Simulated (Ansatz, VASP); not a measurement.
## One calculation of Sc2Al, two programs

INCAR

```
PREC = Accurate
ENCUT = 520
EDIFF = 1E-7
ISMEAR = 0
SIGMA = 0.1
LREAL = F
LASPH = T
NELM = 100
ALGO = Normal
ISIF = 2
LWAVE = F
LCHARG = F
GGA = PS
NBANDS = 34
```

The input KPOINTS:

```
Automatic mesh
0
Gamma
  3 3 1
```

Contents of POSCAR:

```
Sc2Al
1.0
    4.8926114005      0.0000000000      0.0000000000
   -2.4463057002      4.2371257637      0.0000000000
    0.0000000000      0.0000000000      6.1614205700
Sc Al
4 2
Direct
    0.0000000000      0.0000000000      0.0000000000
    0.0000000000      0.0000000000      0.5000000000
    0.3333333333      0.6666666667      0.7500000000
    0.6666666667      0.3333333333      0.2500000000
    0.3333333333      0.6666666667      0.2500000000
    0.6666666667      0.3333333333      0.7500000000
```

Input for Ansatz:

```yaml
crystal:
  lattice:
    - [4.8926114005, 0.0, 0.0]
    - [-2.4463057002, 4.2371257637, 0.0]
    - [0.0, 0.0, 6.16142057]
  atoms:
    - { symbol: Sc, position: [0.0, 0.0, 0.0] }
    - { symbol: Sc, position: [0.0, 0.0, 0.5] }
    - { symbol: Sc, position: [0.3333333333, 0.6666666667, 0.75] }
    - { symbol: Sc, position: [0.6666666667, 0.3333333333, 0.25] }
    - { symbol: Al, position: [0.3333333333, 0.6666666667, 0.25] }
    - { symbol: Al, position: [0.6666666667, 0.3333333333, 0.75] }
basis:
  ecutwfc: 420
kpoints:
  mp_grid: { grid: [3, 3, 1] }
hamiltonian:
  xc: pbesol
scf:
  occupations: { method: gaussian, width: 0.1 }
output:
  forces: true
  stress: true
  eigenvalues: true
```

Alike in both runs: task single point; functional PBEsol; k mesh 3 × 3 × 1; occupations gaussian, width 0.1 eV; no spin polarisation.

|  | VASP | Ansatz |
| --- | --- | --- |
| version | VASP 6.6.1 | Ansatz 0.2.0 |
| potentials or method | VASP PAW PBE potentials, release 64 (Sc_sv, Al), cutoff 520 eV | scalar-relativistic, plane waves, PAW |
| valence electrons in the cell | 50 | 50 |

```tsv
	VASP	Ansatz	Ansatz less VASP
gap on the k mesh at the Fermi level (eV)	none	none	-
pressure (GPa)	-1.9	-2.0	-0.08
traceless stress, the component that is largest in VASP (GPa)	2.80	2.85	+0.055
```

VASP's potentials were made for PBE, not for PBEsol. A gap of «none» marks a metal or a gap that the smearing closes.

The k mesh is coarse, so the values compare programs but aren't converged.
